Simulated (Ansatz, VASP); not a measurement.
**N: VASP beside Ansatz**

```
CELL_PARAMETERS angstrom
9.00000 0.00000 0.00000
0.00000 9.50000 0.00000
0.00000 0.00000 10.00000
ATOMIC_POSITIONS crystal
N 0.50000 0.50000 0.44500
N 0.50000 0.50000 0.55500
```

Alike in both runs: functional PBEsol; k mesh 1 × 1 × 1; occupations fermi-dirac, width 0.05 eV; no spin polarisation.

Ansatz relaxed the structure, and its values are those at the end. VASP's run is a single point on that final structure, the one shown.

```csv
,VASP,Ansatz
version,VASP 6.6.1,Ansatz 0.2.0
potentials or method,"VASP PAW PBE potentials, release 64 (N_h), cutoff 910 eV","plane waves, PAW"
valence electrons in the cell,10,10
```

Ansatz gave:

| Property | Result |
| --- | --- |
| rms of the force components (eV/Å) | 0.005 |

Question: What did VASP give for the same quantities?

Answer: rms of the force components (eV/Å): 0.113.

VASP's potentials were made for PBE, not for PBEsol. One of these differences is far larger than is usual between the two programs; its cause wasn't traced. With one functional, cell and mesh, what is left measures potentials, basis and numerics. Ansatz's warnings: stress scf threshold loose.

Noted on VASP's run: the cutoff is short for stress, so the pressure is rough.
